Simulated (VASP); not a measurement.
A run of VASP 6.6.1 is set up as follows.

Contents of INCAR:

```
  PREC = Accurate
  ENCUT = 500
  EDIFF = 1E-6
  ISMEAR = 0
  SIGMA = 0.05
  LREAL = F
  LASPH = T
  NELM = 120
  ALGO = Normal
  ISIF = 2
  LWAVE = F
  LCHARG = F
  GGA = PS
  NBANDS = 11
  GGA_COMPAT = F
```

KPOINTS

```
Automatic mesh
0
Gamma
  6 6 6
```

The input POSCAR:

```
AlAs
1.0
    0.0000000000      2.8389251760      2.8389251760
    2.8389251760      0.0000000000      2.8389251760
    2.8389251760      2.8389251760      0.0000000000
Al As
1 1
Direct
    0.0000000000      0.0000000000      0.0000000000
    0.2500000000      0.2500000000      0.2500000000
```

Potentials or basis: VASP PAW PBE potentials, release 64 (Al, As).

The run is started by

```bash
$ cat potpaw_PBE.64/Al/POTCAR potpaw_PBE.64/As/POTCAR > POTCAR
$ mpirun -np 1 vasp_std > vasp.out
```

(1) Predict the band gap on the k mesh.

(2) Estimate the pressure.

Results:

(1) 1.33 eV (least direct gap 1.91 eV).

(2) 0.2 GPa.

Caveat: the PAW data sets were made with another functional, which shifts forces and pressure a little.
